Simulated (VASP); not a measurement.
The system is Sb.

```xyz
1
Lattice="0.0000 2.2034 2.2034 2.2034 0.0000 2.2034 2.2034 2.2034 0.0000" Properties=species:S:1:pos:R:3 pbc="T T T"
Sb    0.0000    0.0000    0.0000
```

* Program: VASP 6.6.1
* Task: relaxation of cell and atoms
* Functional: PBEsol
* Potentials or basis: VASP PAW PBE potentials, release 64 (Sb)
* Cutoff: 600 eV
* k mesh: 8 × 8 × 8
* Occupations: gaussian, width 0.1 eV
* Spin: no spin polarisation

At the start: pressure 22.6 GPa; volume 21.39 Å³/atom.

Where does the relaxation end?

Over 3 steps the energy falls by 293.6 meV/atom and the volume is 26.53 Å³/atom (+24.0 %); space group Fm-3m (No. 225, to 0.05 Å).

Step by step:
```tsv
step	energy change (eV)	largest force (eV/Å)	pressure (GPa)	volume (Å³)
1	0.0000	0.0000	22.57	21.39
2	-0.1057	0.0000	-8.85	32.15
3	-0.2936	0.0000	-0.19	26.53
```

Final structure:
```
Sb
1.0
     0.00000    2.36721    2.36721
     2.36721    0.00000    2.36721
     2.36721    2.36721    0.00000
Sb
1
Direct
  0.00000 0.00000 0.00000
```

Caveat: the volume moved by over 15 % at a fixed basis, so the end points are rough; the PAW data sets were made with another functional, which shifts forces and pressure a little.
